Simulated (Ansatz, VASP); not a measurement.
**AlN in VASP and in Ansatz**

File INCAR:

```
SYSTEM = AlN
PREC = Accurate
ENCUT = 520
EDIFF = 1E-6
ISMEAR = 0
SIGMA = 0.05
LREAL = .False.
LASPH = .True.
NELM = 100
ALGO = Normal
ISIF = 2
LWAVE = .False.
LCHARG = .False.
NBANDS = 11
```

The input KPOINTS:

```
regular mesh
0
Gamma
  10 10 10
  0 0 0
```

File POSCAR:

```
AlN
1.0
    0.2552739653      2.1698287047      2.1698287047
    2.1698287047      0.2552739653      2.1698287047
    2.1698287047      2.1698287047      0.2552739653
Al N
1 1
Direct
    0.5000000000      0.5000000000      0.5000000000
    0.0000000000      0.0000000000      0.0000000000
```

Input for Ansatz:

```yaml
crystal:
  lattice:
    - [0.2552739653, 2.1698287047, 2.1698287047]
    - [2.1698287047, 0.2552739653, 2.1698287047]
    - [2.1698287047, 2.1698287047, 0.2552739653]
  atoms:
    - { symbol: Al, position: [0.5, 0.5, 0.5] }
    - { symbol: "N", position: [0.0, 0.0, 0.0] }
basis:
  ecutwfc: 420
kpoints:
  mp_grid: { grid: [10, 10, 10] }
hamiltonian:
  xc: lda
scf:
  occupations: { method: gaussian, width: 0.05 }
output:
  forces: true
  stress: true
  eigenvalues: true
```

Alike in both runs: task single point; functional LDA; k mesh 10 × 10 × 10; occupations gaussian, width 0.05 eV; no spin polarisation.

|  | VASP | Ansatz |
| --- | --- | --- |
| version | VASP 6.6.1 | Ansatz 0.2.0 |
| potentials or method | VASP PAW LDA potentials, release 64 (Al, N), cutoff 520 eV | scalar-relativistic, plane waves, PAW |
| valence electrons in the cell | 8 | 8 |

|  | VASP | Ansatz | Ansatz less VASP |
| --- | --- | --- | --- |
| gap on the k mesh at the Fermi level (eV) | 1.70 | 1.71 | +0.011 |
| least direct gap on the mesh (eV) | 2.30 | 2.30 | -0.008 |
| pressure (GPa) | -7.1 | -7.6 | -0.47 |
| traceless stress, the component that is largest in VASP (GPa) | -43.56 | -43.56 | +0.001 |

LDA's correlation is that of Perdew and Zunger in VASP and of Perdew and Wang (1992) in Ansatz.
